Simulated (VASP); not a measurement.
# GaN (P6_3mc) in VASP: a series of runs

The runs below take GaN through single point, with r2SCAN.

Program: VASP 6.6.1. These are calculated values, not measurements. Logs are shortened: lines on timing, memory, paths and dates and some standing lists are left out, and cuts for length are marked.

### Step 1. The cell of the first run

The structure is hexagonal, space group P6_3mc (No. 186). Conventional cell: a = 3.180 Å, b = 3.180 Å, c = 5.166 Å, α = 90.00°, β = 90.00°, γ = 120.00°. Within 2.6 Å of Ga (site symmetry 3m) lie 4 N at 1.94 to 1.95 Å. Within 2.6 Å of N (site symmetry 3m) lie 4 Ga at 1.94 to 1.95 Å.

### Step 2. Single point, r2SCAN

The input, POSCAR:

```
GaN
1.0
    3.1799990132      0.0000000000      0.0000000000
   -1.5899995067      2.7539599295      0.0000000000
    0.0000000000      0.0000000000      5.1659989486
Ga N
2 2
Direct
    0.3333333333      0.6666666667      0.0000000000
    0.6666666667      0.3333333333      0.5000000000
    0.3333333333      0.6666666667      0.3750000000
    0.6666666667      0.3333333333      0.8750000000
```

The input, INCAR.step1:

```
ALGO = Normal ; EDIFF = 1E-4
ENCUT = 520 ; GGA = PE
ISMEAR = 0 ; LASPH = True
LCHARG = False ; LREAL = False
LWAVE = True ; NBANDS = 26
NELM = 100 ; PREC = Accurate
SIGMA = 0.05
```

The input, INCAR.step2:

```
ALGO = Normal ; EDIFF = 1E-6
ENCUT = 520 ; ISIF = 2
ISMEAR = 0 ; ISTART = 1
LASPH = True ; LCHARG = False
LMIXTAU = True ; LREAL = False
LWAVE = False ; METAGGA = R2SCAN
NBANDS = 26 ; NELM = 100
PREC = Accurate ; SIGMA = 0.05
```

The input, KPOINTS:

```
k-points
0
Gamma
  12 12 8
```

Potentials or basis: VASP PAW PBE potentials, release 64 (Ga_d, N).

Command:

```bash
$ cat potpaw_PBE.64/Ga_d/POTCAR potpaw_PBE.64/N/POTCAR > POTCAR
$ cp INCAR.step1 INCAR
$ mpirun -np 1 vasp_std > vasp.out
$ cp INCAR.step2 INCAR
$ mpirun -np 1 vasp_std > vasp.out
```

OUTCAR:

```text
EDIFF = 1E-6
   ENCUT = 520
   ISIF = 2
   ISMEAR = 0
   ISTART = 1
   LASPH = True
   LREAL = False
   METAGGA = R2SCAN
   NELM = 100
   PREC = Accurate

 ion  position               nearest neighbor table
   1  0.333  0.667  0.000-   3 1.94   4 1.95   4 1.95   4 1.95
   2  0.667  0.333  0.500-   4 1.94   3 1.95   3 1.95   3 1.95
   3  0.333  0.667  0.375-   1 1.94   2 1.95   2 1.95   2 1.95
   4  0.667  0.333  0.875-   2 1.94   1 1.95   1 1.95   1 1.95

  LATTYP: Found a hexagonal cell.
 ALAT       =     3.1799990132
 C/A-ratio  =     1.6245284754

  Lattice vectors:

 A1 = (   3.1799990132,   0.0000000000,   0.0000000000)
 A2 = (  -1.5899995067,   2.7539599295,   0.0000000000)
 A3 = (   0.0000000000,   0.0000000000,   5.1659989486)

Analysis of symmetry for initial positions (statically):
=====================================================================
 Subroutine PRICEL returns:
 Original cell was already a primitive cell.

 Routine SETGRP: Setting up the symmetry group for a
 hexagonal supercell.

 Subroutine GETGRP returns: Found 12 space group operations
 (whereof  6 operations were pure point group operations)
 out of a pool of 24 trial point group operations.

The static configuration has the point symmetry C_3v.
 The point group associated with its full space group is C_6v.

Analysis of symmetry for dynamics (positions and initial velocities):
=====================================================================
 Subroutine PRICEL returns:
 Original cell was already a primitive cell.

 Routine SETGRP: Setting up the symmetry group for a
 hexagonal supercell.

 Subroutine GETGRP returns: Found 12 space group operations
 (whereof  6 operations were pure point group operations)
 out of a pool of 24 trial point group operations.

The dynamic configuration has the point symmetry C_3v.
 The point group associated with its full space group is C_6v.

 Subroutine INISYM returns: Found 12 space group operations
 (whereof  6 operations are pure point group operations),
 and found     1 'primitive' translations

----------------------------------------------------------------------------------------

                                     Primitive cell

[... 84 lines left out ...]
 SYSTEM =  unknown system
   PREC   = accura    normal or accurate (medium, high low for compatibility)
   ISTART =      1    job   : 0-new  1-cont  2-samecut
   ICHARG =      0    charge: 1-file 2-atom 10-const
   ISPIN  =      1    spin polarized calculation?
   LNONCOLLINEAR =      F non collinear calculations
   LSORBIT =      F    spin-orbit coupling
   LASPH  =      T    aspherical Exc in radial PAW
   ENCUT  =  520.0 eV  38.22 Ry    6.18 a.u.   5.91  5.91  9.61*2*pi/ulx,y,z
   NELM   =    100;   NELMIN=  2; NELMDL=  0     # of ELM steps
   EDIFF  = 0.1E-05   stopping-criterion for ELM
   LREAL  =      F    real-space projection
   EDIFFG = 0.1E-04   stopping-criterion for IOM
   NSW    =      0    number of steps for IOM
   IBRION =     -1    ionic relax: 0-MD 1-quasi-New 2-CG
   NFREE  =      0    steps in history (QN), initial steepest desc. (CG)
   ISIF   =      2    stress and relaxation
   ISYM   =      2    0-nonsym 1-usesym 2-fastsym
   POTIM  = 0.5000    time-step for ionic-motion
   TEBEG  =    0.0;   TEEND  =   0.0 temperature during run
   PSTRESS=    0.0 pullay stress
   NELECT =      36.0000    total number of electrons
   NUPDOWN=      -1.0000    fix difference up-down
   EMIN   =  10.00;   EMAX   =-10.00  energy-range for DOS
   EFERMI =   0.00;   METHOD = LEGACY
   ISMEAR =     0;   SIGMA  =   0.05  broadening in eV -4-tet -1-fermi 0-gaus
   EFERMI_NEDOS =   21; number of points for ismear=-14 and -15
   IALGO  =     38    algorithm
   IMIX   =      4    mixing-type and parameters
     AMIX     =   0.40;   BMIX     =  1.00
     AMIX_MAG =   1.60;   BMIX_MAG =  1.00
  volume/ion in A,a.u.               =      11.31        76.33
  Fermi-wavevector in a.u.,A,eV,Ry     =   1.517036  2.866783 31.312444  2.301400
  Thomas-Fermi vector in A             =   2.626346
   LORBIT       =      0    0 simple, 1 ext, 2 COOP (PROOUT), +10 PAW based schemes
   METAGGA = R2SCAN    functional components
   LHFCALC =     F    Hartree Fock is set to
   AEXX    =    0.0000 exact exchange contribution
   IVDW    =     0    specifies the selected vdW correction
   LEPSILON=     F    determine dielectric tensor
   LRPA    =     F    only Hartree local field effects (RPA)
 non-spin polarized calculation
 Gauss-broadening in eV      SIGMA  =   0.05
  energy-cutoff  :      520.00
  volume of cell :       45.24
 maximum number of plane-waves:      1236
 NGX is ok and might be reduce to    24
   NGX = 11   NGY = 11   NGZ = 19

 number of electron      36.0000002 magnetization

 Free energy of the ion-electron system (eV)
  ---------------------------------------------------
  ext. energy  EPLUGINS =         0.00000000
  ---------------------------------------------------
  free energy    TOTEN  =       -43.81662492 eV

  energy without entropy =      -43.81662492  energy(sigma->0) =      -43.81662492

 E-fermi :   5.4102     XC(G=0): -12.6954

 val. band max:        5.1666168808   @ k =   0.0000   0.0000   0.0000
 cond. band min:       7.5425044234   @ k =   0.0000   0.0000   0.0000
 fundamental gap:      2.3758875426
 Fermi energy:         5.4102250962

 k-point     1 :       0.0000    0.0000    0.0000
  band No.  band energies     occupation
      1     -11.6990      2.00000
      2     -10.6685      2.00000
      3      -8.6767      2.00000
      4      -8.6539      2.00000
      5      -8.6539      2.00000
      6      -8.5825      2.00000
[... 685 lines left out ...]
     25      17.4752      0.00000
     26      19.1955      0.00000

 [... further k-points ...]
[... 5 lines left out ...]
  --------------------------------------------------------------------------------------
  -------------------------------------------------------------------------------------
  Total        0.4262439      0.4262439      0.9825276     -0.0000000      0.0000000     -0.0000000
  in kB       15.0948864     15.0948864     34.7949654     -0.0000000      0.0000000     -0.0000000
  external PRESSURE =      21.6615794 kB  Pullay stress =       0.0000000 kB

 VOLUME and BASIS-vectors are now :
 -----------------------------------------------------------------------------
  energy-cutoff  :      520.00
  volume of cell :       45.24
      direct lattice vectors                 reciprocal lattice vectors
     3.179999013  0.000000000  0.000000000     0.314465506  0.181556745  0.000000000
    -1.589999507  2.753959930  0.000000000     0.000000000  0.363113490  0.000000000
     0.000000000  0.000000000  5.165998949     0.000000000  0.000000000  0.193573404

 POSITION                                       TOTAL-FORCE (eV/Angst)
 -----------------------------------------------------------------------------------
     -0.00000      1.83597      0.00000         0.000000     -0.000000     -0.137041
      1.59000      0.91799      2.58300        -0.000000      0.000000     -0.137041
     -0.00000      1.83597      1.93725        -0.000000      0.000000      0.137041
      1.59000      0.91799      4.52025        -0.000000     -0.000000      0.137041
 -----------------------------------------------------------------------------------
    total drift:                                0.000002      0.000004      0.049989

  FREE ENERGIE OF THE ION-ELECTRON SYSTEM (eV)
  ---------------------------------------------------
  free  energy   TOTEN  =       -43.8166249214 eV

  energy  without entropy=      -43.8166249214  energy(sigma->0) =      -43.81662492
```

Wall time 7.5 min (1 thread of Intel Xeon 8259CL, shared host); peak memory 0.23 GiB.

What came out:

- Free energy: -43.8166 eV
- Pressure: 2.2 GPa
- Largest force: 0.137 eV/Å
- Band gap on the k mesh: 2.38 eV

Forces on the atoms (eV/Å):
```
Ga   0.000  0.000 -0.137
Ga   0.000  0.000 -0.137
N    0.000  0.000  0.137
N    0.000  0.000  0.137
```

Stress tensor (GPa, compression positive):
```
1.51 0.00 0.00
0.00 1.51 0.00
0.00 0.00 3.48
```

Levels at points of the mesh, in eV from the valence-band top:
```csv
k point,band 15,band 16,band 17,band 18,band 19,band 20,band 21,band 22
"(0.00, 0.00, 0.00)",-1.09,-0.06,0.00,0.00,2.38,4.84,10.00,10.60
"(0.50, 0.00, 0.00)",-4.36,-2.86,-2.29,-1.02,5.58,6.15,6.56,9.40
"(0.00, 0.00, 0.50)",-0.56,-0.56,-0.56,-0.56,4.79,4.79,9.23,9.23
"(0.50, 0.00, 0.50)",-2.02,-2.02,-1.98,-1.98,4.90,4.90,8.47,8.47
```

Caveat: the PAW data sets were made with another functional, which shifts forces and pressure a little. A k mesh can miss the band edges.

### Step 3. Single point, r2SCAN

Edit POSCAR of step 2 so:

```diff
@@ -2,4 +2,4 @@
 1.0
-    3.1799990132      0.0000000000      0.0000000000
-   -1.5899995067      2.7539599295      0.0000000000
+    3.1799990132      0.0000000001      0.0000000000
+   -1.5899995067      2.7539599294      0.0000000000
     0.0000000000      0.0000000000      5.1659989486
```

The input, INCAR.step1:

```
SYSTEM = GaN
  PREC = Accurate
  ENCUT = 520
  ISMEAR = 0
  SIGMA = 0.05
  LREAL = .FALSE.
  LASPH = .TRUE.
  NELM = 60
  NBANDS = 26
  GGA = PE
  ALGO = Normal
  EDIFF = 1E-4
  LWAVE = .TRUE.
  LCHARG = .FALSE.
```

The input, INCAR.step2:

```
SYSTEM = GaN
  PREC = Accurate
  ENCUT = 520
  EDIFF = 1E-6
  ISMEAR = 0
  SIGMA = 0.05
  LREAL = .FALSE.
  LASPH = .TRUE.
  NELM = 60
  ALGO = Normal
  ISIF = 2
  LWAVE = .FALSE.
  LCHARG = .FALSE.
  METAGGA = R2SCAN
  LMIXTAU = .TRUE.
  NBANDS = 26
  ISTART = 1
```

The input, KPOINTS:

```
Automatic mesh
0
G
  12 12 8
  0 0 0
```

Potentials or basis: VASP PAW PBE potentials, release 64 (Ga_d, N).

Command:

```bash
$ cat potpaw_PBE.64/Ga_d/POTCAR potpaw_PBE.64/N/POTCAR > POTCAR
$ cp INCAR.step1 INCAR
$ mpirun -np 1 vasp_std > vasp.out
$ cp INCAR.step2 INCAR
$ mpirun -np 1 vasp_std > vasp.out
```

Wall time 7.7 min (1 thread of Intel Xeon 8259CL, shared host); peak memory 0.23 GiB.

The run converged. Its results:

```yaml
Free_energy: -43.8166 eV
Pressure: 2.2 GPa
Largest_force: 0.137 eV/Å
Band_gap_on_the_k_mesh: 2.38 eV
```

Forces on the atoms (eV/Å):
```
Ga   0.000  0.000 -0.137
Ga   0.000  0.000 -0.137
N    0.000  0.000  0.137
N    0.000  0.000  0.137
```

Stress tensor (GPa, compression positive):
```
1.51 0.00 0.00
0.00 1.51 0.00
0.00 0.00 3.48
```

Levels at points of the mesh, in eV from the valence-band top:
```tsv
k point	band 15	band 16	band 17	band 18	band 19	band 20	band 21	band 22
(0.00, 0.00, 0.00)	-1.09	-0.06	0.00	0.00	2.38	4.84	10.00	10.60
(0.50, 0.00, 0.00)	-4.36	-2.86	-2.29	-1.02	5.58	6.15	6.56	9.40
(0.00, 0.00, 0.50)	-0.56	-0.56	-0.56	-0.56	4.79	4.79	9.23	9.23
(0.50, 0.00, 0.50)	-2.02	-2.02	-1.98	-1.98	4.90	4.90	8.47	8.47
```

Caveat: the PAW data sets were made with another functional, which shifts forces and pressure a little. r2SCAN opens gaps a little over a GGA but as a rule still falls short of measured ones.

### Step 4. Single point, r2SCAN

POSCAR is that of step 3.

The input, INCAR.step1:

```
ALGO = Normal
EDIFF = 1E-4
ENCUT = 520
GGA = PE
ISMEAR = 0
LASPH = T
LCHARG = F
LREAL = F
LWAVE = T
NBANDS = 26
NELM = 80
PREC = Accurate
SIGMA = 0.05
```

The input, INCAR.step2:

```
ALGO = Normal
EDIFF = 1E-6
ENCUT = 520
ISIF = 2
ISMEAR = 0
ISTART = 1
LASPH = T
LCHARG = F
LMIXTAU = T
LREAL = F
LWAVE = F
METAGGA = R2SCAN
NBANDS = 26
NELM = 80
PREC = Accurate
SIGMA = 0.05
```

The input, KPOINTS:

```
k-points
0
Gamma
  12 12 8
```

Command:

```bash
$ cat potpaw_PBE.64/Ga_d/POTCAR potpaw_PBE.64/N/POTCAR > POTCAR
$ cp INCAR.step1 INCAR
$ mpirun -np 1 vasp_std > vasp.out
$ cp INCAR.step2 INCAR
$ mpirun -np 1 vasp_std > vasp.out
```

Run time: 7.8 min. Hardware: 1 thread of Intel Xeon 8259CL, shared host; peak memory 0.24 GiB.

The run converged. Its results:

| Item | Value |
| --- | --- |
| Free energy | -43.8166 eV |
| Pressure | 2.2 GPa |
| Largest force | 0.137 eV/Å |
| Band gap on the k mesh | 2.38 eV |

Forces on the atoms (eV/Å):
```
Ga   0.000  0.000 -0.137
Ga   0.000  0.000 -0.137
N    0.000  0.000  0.137
N    0.000  0.000  0.137
```

Stress tensor (GPa, compression positive):
```
1.51 0.00 0.00
0.00 1.51 0.00
0.00 0.00 3.48
```

Levels at points of the mesh, in eV from the valence-band top:
```csv
k point,band 16,band 17,band 18,band 19,band 20,band 21
"(0.00, 0.00, 0.00)",-0.06,0.00,0.00,2.38,4.84,10.00
"(0.50, 0.00, 0.00)",-2.86,-2.29,-1.02,5.58,6.15,6.56
"(0.00, 0.00, 0.50)",-0.56,-0.56,-0.56,4.79,4.79,9.23
"(0.50, 0.00, 0.50)",-2.02,-1.98,-1.98,4.90,4.90,8.47
```

Caveat: the PAW data sets were made with another functional, which shifts forces and pressure a little.
